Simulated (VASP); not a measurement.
# TiH2 (I4/mmm) in VASP: single point with LDA

Aim: the single point of TiH2 with LDA.

Program: VASP 6.6.1. These are calculated values, not measurements. Logs are shortened: lines on timing, memory, paths and dates and some standing lists are left out, and cuts for length are marked.

## Step 1: The cell of the first run

The structure is tetragonal, space group I4/mmm (No. 139). The conventional cell has a = 3.193 Å, b = 3.193 Å, c = 4.267 Å, α = 90.00°, β = 90.00°, γ = 90.00°. Within 2.5 Å of Ti (site symmetry 4/mmm) lie 8 H at 1.92 Å. H (site symmetry -4m2) has 4 Ti at 1.92 Å and 6 H at 2.13 to 2.26 Å within 2.5 Å.

## Step 2: Single point, LDA

The input, INCAR:

```
SYSTEM = TiH2
PREC     = Accurate       ! precision mode
ENCUT    = 520            ! plane-wave cutoff, eV
EDIFF    = 1E-7           ! SCF threshold, eV
ISMEAR   = 0              ! smearing method
SIGMA    = 0.1            ! smearing width, eV
LREAL    = .False.        ! projectors in reciprocal space
LASPH    = .True.         ! aspherical terms in the spheres
NELM     = 60             ! most SCF steps
ALGO     = Normal         ! electronic algorithm
ISIF     = 2              ! what is computed and relaxed
LWAVE    = .False.        ! write WAVECAR
LCHARG   = .False.        ! write CHGCAR
NBANDS   = 14             ! bands
```

The input, KPOINTS:

```
regular mesh
0
Gamma
  8 8 8
  0 0 0
```

The input, POSCAR:

```
TiH2
1.0
   -1.5965000000      1.5965000000      2.1335000000
    1.5965000000     -1.5965000000      2.1335000000
    1.5965000000      1.5965000000     -2.1335000000
Ti H
1 2
Direct
    0.0000000000      0.0000000000      0.0000000000
    0.7500000000      0.2500000000      0.5000000000
    0.2500000000      0.7500000000      0.5000000000
```

Potentials or basis: VASP PAW LDA potentials, release 64 (Ti_sv, H).

Command:

```bash
cat potpaw_LDA.64/Ti_sv/POTCAR potpaw_LDA.64/H/POTCAR > POTCAR
mpirun -np 1 vasp_std > vasp.out
```

OUTCAR:

```text
SYSTEM = TiH2
   PREC = Accurate
   ENCUT = 520
   EDIFF = 1E-7
   ISMEAR = 0
   LREAL = .False.
   LASPH = .True.
   NELM = 60
   ISIF = 2

 ion  position               nearest neighbor table
   1  0.000  0.000  0.000-
   2  0.750  0.250  0.500-
   3  0.250  0.750  0.500-

  LATTYP: Found a body centered tetragonal cell.
 ALAT       =     3.1930000000
 C/A-ratio  =     1.3363607892

  Lattice vectors:

 A1 = (  -1.5965000000,   1.5965000000,   2.1335000000)
 A2 = (   1.5965000000,  -1.5965000000,   2.1335000000)
 A3 = (   1.5965000000,   1.5965000000,  -2.1335000000)

Analysis of symmetry for initial positions (statically):
=====================================================================
 Subroutine PRICEL returns:
 Original cell was already a primitive cell.

 Routine SETGRP: Setting up the symmetry group for a
 body centered tetragonal supercell.

 Subroutine GETGRP returns: Found 16 space group operations
 (whereof 16 operations were pure point group operations)
 out of a pool of 16 trial point group operations.

The static configuration has the point symmetry D_4h.

Analysis of symmetry for dynamics (positions and initial velocities):
=====================================================================
 Subroutine PRICEL returns:
 Original cell was already a primitive cell.

 Routine SETGRP: Setting up the symmetry group for a
 body centered tetragonal supercell.

 Subroutine GETGRP returns: Found 16 space group operations
 (whereof 16 operations were pure point group operations)
 out of a pool of 16 trial point group operations.

The dynamic configuration has the point symmetry D_4h.

 Subroutine INISYM returns: Found 16 space group operations
 (whereof 16 operations are pure point group operations),
 and found     1 'primitive' translations

----------------------------------------------------------------------------------------

                                     Primitive cell

  volume of cell :      21.7516

  direct lattice vectors                    reciprocal lattice vectors
    -1.596500000  1.596500000  2.133500000     0.000000000  0.313185092  0.234356691
     1.596500000 -1.596500000  2.133500000     0.313185092  0.000000000  0.234356691
     1.596500000  1.596500000 -2.133500000     0.313185092  0.313185092  0.000000000

  length of vectors
     3.106355863  3.106355863  3.106355863     0.391162320  0.391162320  0.442910605

  position of ions in fractional coordinates (direct lattice)
     0.000000000  0.000000000  0.000000000
     0.750000000  0.250000000  0.500000000
     0.250000000  0.750000000  0.500000000

  ion indices of the primitive-cell ions
   primitive index   ion index
                 1           1
                 2           2
                 3           3

----------------------------------------------------------------------------------------

 KPOINTS: regular mesh

Automatic generation of k-mesh.
 Grid dimensions read from file:
 generate k-points for:    8    8    8

 Generating k-lattice:

  Cartesian coordinates                     Fractional coordinates (reciprocal lattice)
     0.000000000  0.039148137  0.029294586     0.125000000  0.000000000  0.000000000
     0.039148137  0.000000000  0.029294586     0.000000000  0.125000000  0.000000000
     0.039148137  0.039148137  0.000000000     0.000000000  0.000000000  0.125000000

  Length of vectors
     0.048895290  0.048895290  0.055363826

  Shift w.r.t. Gamma in fractional coordinates (k-lattice)
     0.000000000  0.000000000  0.000000000

 Subroutine IBZKPT returns following result:
 ===========================================

 Found     59 irreducible k-points:

 Following reciprocal coordinates:
            Coordinates               Weight
  0.000000  0.000000  0.000000      1.000000
  0.125000  0.000000  0.000000      8.000000
  0.250000  0.000000  0.000000      8.000000
  0.375000  0.000000  0.000000      8.000000
  0.500000  0.000000  0.000000      4.000000
  0.125000  0.125000  0.000000      8.000000
[... 16 lines left out ...]
  0.250000  0.125000  0.125000     16.000000
  0.375000  0.125000  0.125000      8.000000
 [... further k-points ...]
   k-points           NKPTS =     59   k-points in BZ     NKDIM =     59   number of bands    NBANDS=     14
   number of dos      NEDOS =    301   number of ions     NIONS =      3
   total plane-waves  NPLWV =  13824
   dimension x,y,z NGX =    24 NGY =   24 NGZ =   24
   dimension x,y,z NGXF=    48 NGYF=   48 NGZF=   48
   ions per type =               1   2
   NGX,Y,Z   is equivalent  to a cutoff of  12.84, 12.84, 12.84 a.u.
   NGXF,Y,Z  is equivalent  to a cutoff of  25.69, 25.69, 25.69 a.u.
 SYSTEM =  TiH2
   PREC   = accura    normal or accurate (medium, high low for compatibility)
   ISTART =      0    job   : 0-new  1-cont  2-samecut
   ICHARG =      2    charge: 1-file 2-atom 10-const
   ISPIN  =      1    spin polarized calculation?
   LNONCOLLINEAR =      F non collinear calculations
   LSORBIT =      F    spin-orbit coupling
   LASPH  =      T    aspherical Exc in radial PAW
   ENCUT  =  520.0 eV  38.22 Ry    6.18 a.u.   5.78  5.78  5.78*2*pi/ulx,y,z
   NELM   =     60;   NELMIN=  2; NELMDL= -5     # of ELM steps
   EDIFF  = 0.1E-06   stopping-criterion for ELM
   LREAL  =      F    real-space projection
   EDIFFG = 0.1E-05   stopping-criterion for IOM
   NSW    =      0    number of steps for IOM
   IBRION =     -1    ionic relax: 0-MD 1-quasi-New 2-CG
   NFREE  =      0    steps in history (QN), initial steepest desc. (CG)
   ISIF   =      2    stress and relaxation
   ISYM   =      2    0-nonsym 1-usesym 2-fastsym
   POTIM  = 0.5000    time-step for ionic-motion
   TEBEG  =    0.0;   TEEND  =   0.0 temperature during run
   PSTRESS=    0.0 pullay stress
   NELECT =      14.0000    total number of electrons
   NUPDOWN=      -1.0000    fix difference up-down
   EMIN   =  10.00;   EMAX   =-10.00  energy-range for DOS
   EFERMI =   0.00;   METHOD = LEGACY
   ISMEAR =     0;   SIGMA  =   0.10  broadening in eV -4-tet -1-fermi 0-gaus
   EFERMI_NEDOS =   21; number of points for ismear=-14 and -15
   IALGO  =     38    algorithm
   IMIX   =      4    mixing-type and parameters
     AMIX     =   0.40;   BMIX     =  1.00
     AMIX_MAG =   1.60;   BMIX_MAG =  1.00
  volume/ion in A,a.u.               =       7.25        48.93
  Fermi-wavevector in a.u.,A,eV,Ry     =   1.413472  2.671076 27.183139  1.997904
  Thomas-Fermi vector in A             =   2.535114
   LORBIT       =      0    0 simple, 1 ext, 2 COOP (PROOUT), +10 PAW based schemes
   GGA     = CA    functional components
   LHFCALC =     F    Hartree Fock is set to
   AEXX    =    0.0000 exact exchange contribution
   IVDW    =     0    specifies the selected vdW correction
   LEPSILON=     F    determine dielectric tensor
   LRPA    =     F    only Hartree local field effects (RPA)
 non-spin polarized calculation
 Gauss-broadening in eV      SIGMA  =   0.10
  energy-cutoff  :      520.00
  volume of cell :       21.75
 maximum number of plane-waves:       600
   NGX = 11   NGY = 11   NGZ = 11

 number of electron      14.0000000 magnetization

 Free energy of the ion-electron system (eV)
  ---------------------------------------------------
  ext. energy  EPLUGINS =         0.00000000
  ---------------------------------------------------
  free energy    TOTEN  =       -17.32749691 eV

  energy without entropy =      -17.31979969  energy(sigma->0) =      -17.32364830

 E-fermi :   7.4552     XC(G=0): -11.8232

 val. band max:        7.4286075664   @ k =  -0.1250   0.3750   0.1250
 cond. band min:       7.4623729302   @ k =  -0.2500   0.1250   0.0000
 fundamental gap:      0.0337653638
 Fermi energy:         7.4552414464

 k-point     1 :       0.0000    0.0000    0.0000
  band No.  band energies     occupation
      1     -49.0439      2.00000
      2     -25.5083      2.00000
      3     -25.5083      2.00000
      4     -25.4889      2.00000
      5      -2.8946      2.00000
      6       7.1071      2.00000
      7       7.1071      2.00000
      8       7.3669      1.78846
      9       8.3053      0.00000
     10       8.7529      0.00000
     11       9.1422      0.00000
     12      21.9398      0.00000
     13      23.0604      0.00000
     14      23.0604      0.00000

 k-point     2 :       0.1250    0.0000    0.0000
  band No.  band energies     occupation
      1     -49.0351      2.00000
      2     -25.5637      2.00000
      3     -25.5179      2.00000
      4     -25.5002      2.00000
      5      -2.5140      2.00000
      6       5.5054      2.00000
      7       7.2421      1.99742
      8       7.4239      1.34214
      9       8.7011      0.00000
     10       9.0400      0.00000
     11      10.2406      0.00000
     12      19.5464      0.00000
     13      22.8185      0.00000
     14      23.1552      0.00000

 k-point     3 :       0.2500    0.0000    0.0000
  band No.  band energies     occupation
      1     -49.0138      2.00000
      2     -25.7080      2.00000
      3     -25.5409      2.00000
      4     -25.5142      2.00000
      5      -1.4985      2.00000
      6       3.8671      2.00000
      7       7.3536      1.84958
      8       7.6521      0.00536
      9       8.8839      0.00000
     10       9.0096      0.00000
     11      12.2096      0.00000
     12      16.9173      0.00000
     13      20.7160      0.00000
     14      22.8024      0.00000
[... 324 lines left out ...]
 k-point    23 :       0.2500    0.1250    0.1250
  band No.  band energies     occupation
      1     -48.9825      2.00000
      2     -25.8224      2.00000
      3     -25.6450      2.00000
      4     -25.5611      2.00000
      5       0.5077      2.00000
      6       2.4328      2.00000
      7       6.4073      2.00000
      8       8.2327      0.00000
      9       9.0548      0.00000
     10      10.2198      0.00000
     11      12.7660      0.00000
     12      15.5751      0.00000
     13      16.3520      0.00000
     14      20.1525      0.00000

 k-point    24 :       0.3750    0.1250    0.1250
  band No.  band energies     occupation
      1     -48.9756      2.00000
      2     -25.8490      2.00000
      3     -25.6671      2.00000
      4     -25.5703      2.00000
      5       1.0707      2.00000
      6       2.2246      2.00000
      7       6.2074      2.00000
      8       8.1284      0.00000
      9       9.4969      0.00000
     10      10.5034      0.00000
     11      11.9453      0.00000
     12      15.4854      0.00000
     13      15.7278      0.00000
     14      20.6319      0.00000

 [... further k-points ...]
[... 5 lines left out ...]
  --------------------------------------------------------------------------------------
  -------------------------------------------------------------------------------------
  Total       -1.1791940     -1.1791940     -1.1830861      0.0000000      0.0000000      0.0000000
  in kB      -86.8571090    -86.8571090    -87.1437902      0.0000000      0.0000000      0.0000000
  external PRESSURE =     -86.9526694 kB  Pullay stress =       0.0000000 kB

 VOLUME and BASIS-vectors are now :
 -----------------------------------------------------------------------------
  energy-cutoff  :      520.00
  volume of cell :       21.75
      direct lattice vectors                 reciprocal lattice vectors
    -1.596500000  1.596500000  2.133500000     0.000000000  0.313185092  0.234356691
     1.596500000 -1.596500000  2.133500000     0.313185092  0.000000000  0.234356691
     1.596500000  1.596500000 -2.133500000     0.313185092  0.313185092  0.000000000

 POSITION                                       TOTAL-FORCE (eV/Angst)
 -----------------------------------------------------------------------------------
      0.00000      0.00000      0.00000        -0.000000      0.000000      0.000000
     -0.00000      1.59650      1.06675         0.000000     -0.000000     -0.000000
      1.59650     -0.00000      1.06675        -0.000000      0.000000      0.000000
 -----------------------------------------------------------------------------------
    total drift:                                0.000000      0.000000      0.000000

  FREE ENERGIE OF THE ION-ELECTRON SYSTEM (eV)
  ---------------------------------------------------
  free  energy   TOTEN  =       -17.3274969128 eV

  energy  without entropy=      -17.3197996853  energy(sigma->0) =      -17.32364830
```

It took 12 s on 1 thread of Intel Xeon Platinum 8259CL at 2.50GHz (Skylake/Cascade Lake), shared host; peak memory 0.14 GiB.

What came out:

- Free energy: -17.3275 eV
- Pressure: -8.7 GPa
- Band gap on the k mesh: zero (band 7 reaches 7.63 eV, above the bottom of band 8 at 7.34 eV)

Levels at points of the mesh, in eV from the Fermi level:
```csv
k point,band 3,band 4,band 5,band 6,band 7,band 8,band 9,band 10,band 11,band 12
"(0.00, 0.00, 0.00)",-32.96,-32.94,-10.35,-0.35,-0.35,-0.09,0.85,1.30,1.69,14.48
"(0.50, 0.00, 0.00)",-33.03,-32.99,-7.14,-4.96,-0.35,0.07,2.19,2.39,4.79,7.04
"(0.50, 0.50, 0.00)",-33.09,-33.07,-5.61,-5.25,-2.97,2.22,2.38,2.55,6.84,7.71
"(0.50, 0.50, 0.50)",-33.12,-33.12,-6.12,-4.48,-2.90,2.40,2.42,2.42,7.13,7.13
```
